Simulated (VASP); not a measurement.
# Hf in VASP: single point with LDA

Aim: the single point of Hf with LDA.

Program: VASP 6.6.1. These are calculated values, not measurements. Logs are shortened: lines on timing, memory, paths and dates and some standing lists are left out, and cuts for length are marked.

## 1. The cell of the first run

The cell holds a slab with vacuum, 6 atoms: a = 3.119 Å, b = 4.942 Å, c = 22.303 Å, α = 90.00°, β = 90.00°, γ = 90.00°.

## 2. Single point, LDA

INCAR

```
ALGO = Normal ; EDIFF = 1E-6
ENCUT = 520 ; GGA = CA
ISIF = 2 ; ISMEAR = -1
LASPH = True ; LCHARG = False
LREAL = False ; LWAVE = False
NBANDS = 39 ; NELM = 80
PREC = Accurate ; SIGMA = 0.05
```

KPOINTS

```
k-points
0
Gamma
  12 8 1
```

POSCAR

```
Hf
1.0
    3.1189746401      0.0000000000      0.0000000000
    0.0000000000      4.9420572749      0.0000000000
    0.0000000000      0.0000000000     22.3026000000
Hf
6
Direct
    0.7500000000      0.7500000000      0.3631568204
    0.2500000000      0.2500000000      0.4027226110
    0.2500000000      0.7500000000      0.4773401564
    0.7500000000      0.2500000000      0.5226598223
    0.7500000000      0.7500000000      0.5972774648
    0.2500000000      0.2500000000      0.6368431251
```

Potentials or basis: VASP PAW LDA potentials, release 64 (Hf_pv).

Started as:

```sh
$ cat potpaw_LDA.64/Hf_pv/POTCAR > POTCAR
$ mpirun -np 1 vasp_std > vasp.out
```

OUTCAR:

```text
EDIFF = 1E-6
   ENCUT = 520
   GGA = CA
   ISIF = 2
   ISMEAR = -1
   LASPH = True
   LREAL = False
   NELM = 80
   PREC = Accurate

 ion  position               nearest neighbor table
   1  0.750  0.750  0.363-   3 2.99   3 2.99   2 3.05   2 3.05   2 3.05   2 3.05
   2  0.250  0.250  0.403-   3 2.98   3 2.98   1 3.05   1 3.05   1 3.05   1 3.05   4 3.10   4 3.10

   3  0.250  0.750  0.477-   2 2.98   2 2.98   1 2.99   1 2.99   4 3.09   4 3.09   4 3.09   4 3.09
                             5 3.10   5 3.10
   4  0.750  0.250  0.523-   5 2.98   5 2.98   6 2.99   6 2.99   3 3.09   3 3.09   3 3.09   3 3.09
                             2 3.10   2 3.10
   5  0.750  0.750  0.597-   4 2.98   4 2.98   6 3.05   6 3.05   6 3.05   6 3.05   3 3.10   3 3.10

   6  0.250  0.250  0.637-   4 2.99   4 2.99   5 3.05   5 3.05   5 3.05   5 3.05

  LATTYP: Found a simple orthorhombic cell.
 ALAT       =     3.1189746401
 B/A-ratio  =     1.5845134524
 C/A-ratio  =     7.1506192174

  Lattice vectors:

 A1 = (   3.1189746401,   0.0000000000,   0.0000000000)
 A2 = (   0.0000000000,   4.9420572749,   0.0000000000)
 A3 = (   0.0000000000,   0.0000000000,  22.3026000000)

Analysis of symmetry for initial positions (statically):
=====================================================================
 Subroutine PRICEL returns:
 Original cell was already a primitive cell.

 Routine SETGRP: Setting up the symmetry group for a
 simple orthorhombic supercell.

 Subroutine GETGRP returns: Found  8 space group operations
 (whereof  2 operations were pure point group operations)
 out of a pool of  8 trial point group operations.

The static configuration has the point symmetry S_2 .
 The point group associated with its full space group is D_2h.

Analysis of symmetry for dynamics (positions and initial velocities):
=====================================================================
 Subroutine PRICEL returns:
 Original cell was already a primitive cell.

 Routine SETGRP: Setting up the symmetry group for a
 simple orthorhombic supercell.

 Subroutine GETGRP returns: Found  8 space group operations
 (whereof  2 operations were pure point group operations)
 out of a pool of  8 trial point group operations.

The dynamic configuration has the point symmetry S_2 .
 The point group associated with its full space group is D_2h.

 Subroutine INISYM returns: Found  8 space group operations
 (whereof  2 operations are pure point group operations),
 and found     1 'primitive' translations

----------------------------------------------------------------------------------------

                                     Primitive cell

  volume of cell :     343.7757

  direct lattice vectors                    reciprocal lattice vectors
     3.118974640  0.000000000  0.000000000     0.320618189  0.000000000  0.000000000
     0.000000000  4.942057275  0.000000000     0.000000000  0.202344883  0.000000000
     0.000000000  0.000000000 22.302600000     0.000000000  0.000000000  0.044837822

  length of vectors
     3.118974640  4.942057275 22.302600000     0.320618189  0.202344883  0.044837822

  position of ions in fractional coordinates (direct lattice)
     0.750000000  0.750000000  0.363156820
     0.250000000  0.250000000  0.402722611
     0.250000000  0.750000000  0.477340156
     0.750000000  0.250000000  0.522659822
     0.750000000  0.750000000  0.597277465
     0.250000000  0.250000000  0.636843125

  ion indices of the primitive-cell ions
   primitive index   ion index
                 1           1
                 2           2
                 3           3
                 4           4
                 5           5
                 6           6

----------------------------------------------------------------------------------------

 KPOINTS: k-points

Automatic generation of k-mesh.
 Grid dimensions read from file:
 generate k-points for:   12    8    1

 Generating k-lattice:

  Cartesian coordinates                     Fractional coordinates (reciprocal lattice)
     0.026718182  0.000000000  0.000000000     0.083333333  0.000000000  0.000000000
     0.000000000  0.025293110  0.000000000     0.000000000  0.125000000  0.000000000
     0.000000000  0.000000000  0.044837822     0.000000000  0.000000000  1.000000000

  Length of vectors
     0.026718182  0.025293110  0.044837822

  Shift w.r.t. Gamma in fractional coordinates (k-lattice)
     0.000000000  0.000000000  0.000000000

 Subroutine IBZKPT returns following result:
 ===========================================

 Found     35 irreducible k-points:

 Following reciprocal coordinates:
            Coordinates               Weight
  0.000000  0.000000  0.000000      1.000000
  0.083333  0.000000  0.000000      2.000000
  0.166667  0.000000  0.000000      2.000000
  0.250000  0.000000  0.000000      2.000000
  0.333333  0.000000  0.000000      2.000000
  0.416667  0.000000  0.000000      2.000000
[... 16 lines left out ...]
  0.083333  0.375000  0.000000      4.000000
  0.166667  0.375000  0.000000      4.000000
 [... further k-points ...]
   k-points           NKPTS =     35   k-points in BZ     NKDIM =     35   number of bands    NBANDS=     39
   number of dos      NEDOS =    301   number of ions     NIONS =      6
   total plane-waves  NPLWV = 161280
   dimension x,y,z NGX =    24 NGY =   40 NGZ =  168
   dimension x,y,z NGXF=    48 NGYF=   80 NGZF=  336
   ions per type =               6
   NGX,Y,Z   is equivalent  to a cutoff of  12.79, 13.46, 12.52 a.u.
   NGXF,Y,Z  is equivalent  to a cutoff of  25.58, 26.91, 25.05 a.u.
 SYSTEM =  unknown system
   PREC   = accura    normal or accurate (medium, high low for compatibility)
   ISTART =      0    job   : 0-new  1-cont  2-samecut
   ICHARG =      2    charge: 1-file 2-atom 10-const
   ISPIN  =      1    spin polarized calculation?
   LNONCOLLINEAR =      F non collinear calculations
   LSORBIT =      F    spin-orbit coupling
   LASPH  =      T    aspherical Exc in radial PAW
   ENCUT  =  520.0 eV  38.22 Ry    6.18 a.u.   5.80  9.19 41.47*2*pi/ulx,y,z
   NELM   =     80;   NELMIN=  2; NELMDL= -5     # of ELM steps
   EDIFF  = 0.1E-05   stopping-criterion for ELM
   LREAL  =      F    real-space projection
   EDIFFG = 0.1E-04   stopping-criterion for IOM
   NSW    =      0    number of steps for IOM
   IBRION =     -1    ionic relax: 0-MD 1-quasi-New 2-CG
   NFREE  =      0    steps in history (QN), initial steepest desc. (CG)
   ISIF   =      2    stress and relaxation
   ISYM   =      2    0-nonsym 1-usesym 2-fastsym
   POTIM  = 0.5000    time-step for ionic-motion
   TEBEG  =    0.0;   TEEND  =   0.0 temperature during run
   PSTRESS=    0.0 pullay stress
   NELECT =      60.0000    total number of electrons
   NUPDOWN=      -1.0000    fix difference up-down
   EMIN   =  10.00;   EMAX   =-10.00  energy-range for DOS
   EFERMI =   0.00;   METHOD = LEGACY
   ISMEAR =    -1;   SIGMA  =   0.05  broadening in eV -4-tet -1-fermi 0-gaus
   EFERMI_NEDOS =   21; number of points for ismear=-14 and -15
   IALGO  =     38    algorithm
   IMIX   =      4    mixing-type and parameters
     AMIX     =   0.40;   BMIX     =  1.00
     AMIX_MAG =   1.60;   BMIX_MAG =  1.00
  volume/ion in A,a.u.               =      57.30       386.65
  Fermi-wavevector in a.u.,A,eV,Ry     =   0.914886  1.728883 11.388294  0.837016
  Thomas-Fermi vector in A             =   2.039564
   LORBIT       =      0    0 simple, 1 ext, 2 COOP (PROOUT), +10 PAW based schemes
   GGA     = CA    functional components
   LHFCALC =     F    Hartree Fock is set to
   AEXX    =    0.0000 exact exchange contribution
   IVDW    =     0    specifies the selected vdW correction
   LEPSILON=     F    determine dielectric tensor
   LRPA    =     F    only Hartree local field effects (RPA)
 non-spin polarized calculation
  energy-cutoff  :      520.00
  volume of cell :      343.78
 maximum number of plane-waves:      9294
 NGX is ok and might be reduce to    24
   NGX = 11   NGY = 19   NGZ = 83

 number of electron      60.0000002 magnetization

 Free energy of the ion-electron system (eV)
  ---------------------------------------------------
  ext. energy  EPLUGINS =         0.00000000
  ---------------------------------------------------
  free energy    TOTEN  =       -60.24791375 eV

  energy without entropy =      -60.19420518  energy(sigma->0) =      -60.22105946

 E-fermi :  -0.5907     XC(G=0):  -5.2621

 val. band max:       -0.6036990699   @ k =   0.4167   0.3750   0.0000
 cond. band min:      -0.5903056048   @ k =   0.2500   0.2500   0.0000
 fundamental gap:      0.0133934650
 Fermi energy:        -0.5906783095

 k-point     1 :       0.0000    0.0000    0.0000
  band No.  band energies     occupation
      1     -31.5477      2.00000
      2     -31.4903      2.00000
      3     -31.4863      2.00000
      4     -31.4690      2.00000
      5     -31.1245      2.00000
      6     -31.0036      2.00000
[... 31 lines left out ...]
     38       1.0685      0.00000
     39       1.0799      0.00000

 k-point     2 :       0.0833    0.0000    0.0000
  band No.  band energies     occupation
      1     -31.5313      2.00000
      2     -31.4846      2.00000
      3     -31.4719      2.00000
      4     -31.4619      2.00000
      5     -31.1158      2.00000
      6     -31.0010      2.00000
[... 31 lines left out ...]
     38       1.1007      0.00000
     39       1.1289      0.00000

 k-point     3 :       0.1667    0.0000    0.0000
  band No.  band energies     occupation
      1     -31.4841      2.00000
      2     -31.4706      2.00000
      3     -31.4433      2.00000
      4     -31.4306      2.00000
      5     -31.0986      2.00000
      6     -31.0926      2.00000
[... 832 lines left out ...]
 k-point    23 :       0.0833    0.3750    0.0000
  band No.  band energies     occupation
      1     -31.5433      2.00000
      2     -31.5356      2.00000
      3     -31.3144      2.00000
      4     -31.3105      2.00000
      5     -31.1744      2.00000
      6     -31.0853      2.00000
[... 31 lines left out ...]
     38       0.9549      0.00000
     39       0.9585      0.00000

 k-point    24 :       0.1667    0.3750    0.0000
  band No.  band energies     occupation
      1     -31.5178      2.00000
      2     -31.5119      2.00000
      3     -31.3160      2.00000
      4     -31.3130      2.00000
      5     -31.1665      2.00000
      6     -31.1596      2.00000
[... 31 lines left out ...]
     38       0.6535      0.00000
     39       1.1521      0.00000

 [... further k-points ...]

------------------------ aborting loop because EDIFF is reached ----------------------------------------

  FORCE on cell =-STRESS in cart. coord.  units (eV):
  Direction    XX          YY          ZZ          XY          YZ          ZX
  --------------------------------------------------------------------------------------
  -------------------------------------------------------------------------------------
  Total       -5.4448251     -1.8470841     -0.0475829      0.0000000      0.0000000      0.0000000
  in kB      -25.3757802     -8.6083939     -0.2217614      0.0000000      0.0000000      0.0000000
  external PRESSURE =     -11.4019785 kB  Pullay stress =       0.0000000 kB

 VOLUME and BASIS-vectors are now :
 -----------------------------------------------------------------------------
  energy-cutoff  :      520.00
  volume of cell :      343.78
      direct lattice vectors                 reciprocal lattice vectors
     3.118974640  0.000000000  0.000000000     0.320618189  0.000000000  0.000000000
     0.000000000  4.942057275  0.000000000     0.000000000  0.202344883  0.000000000
     0.000000000  0.000000000 22.302600000     0.000000000  0.000000000  0.044837822

 POSITION                                       TOTAL-FORCE (eV/Angst)
 -----------------------------------------------------------------------------------
      2.33923      3.70654      8.09934        -0.000000      0.000000      0.015450
      0.77974      1.23551      8.98176         0.000000      0.000000     -0.009981
      0.77974      3.70654     10.64593        -0.000000     -0.000000     -0.020229
      2.33923      1.23551     11.65667        -0.000000     -0.000000      0.020229
      2.33923      3.70654     13.32084        -0.000000      0.000000      0.009981
      0.77974      1.23551     14.20326        -0.000000      0.000000     -0.015450
 -----------------------------------------------------------------------------------
    total drift:                                0.000000     -0.000000     -0.000122

  FREE ENERGIE OF THE ION-ELECTRON SYSTEM (eV)
  ---------------------------------------------------
  free  energy   TOTEN  =       -60.2479137450 eV

  energy  without entropy=      -60.1942051844  energy(sigma->0) =      -60.22105946
```

Run time: 14 min. Hardware: 1 thread of Oxide Virtual Turin-like, shared host; peak memory 0.49 GiB.

What came out:

| Item | Value |
| --- | --- |
| Free energy | -60.2479 eV |
| Largest force | 0.020 eV/Å |
| Band gap on the k mesh | zero (bands 30 and 31 overlap by 0.49 eV) |

Forces on the atoms (eV/Å):
```
Hf   0.000  0.000  0.015
Hf   0.000  0.000 -0.010
Hf   0.000  0.000 -0.020
Hf   0.000  0.000  0.020
Hf   0.000  0.000  0.010
Hf   0.000  0.000 -0.015
```

Caveat: there is no dipole correction, which matters where the two faces differ; spin-orbit coupling is left out, which moves the levels of the heavy elements.
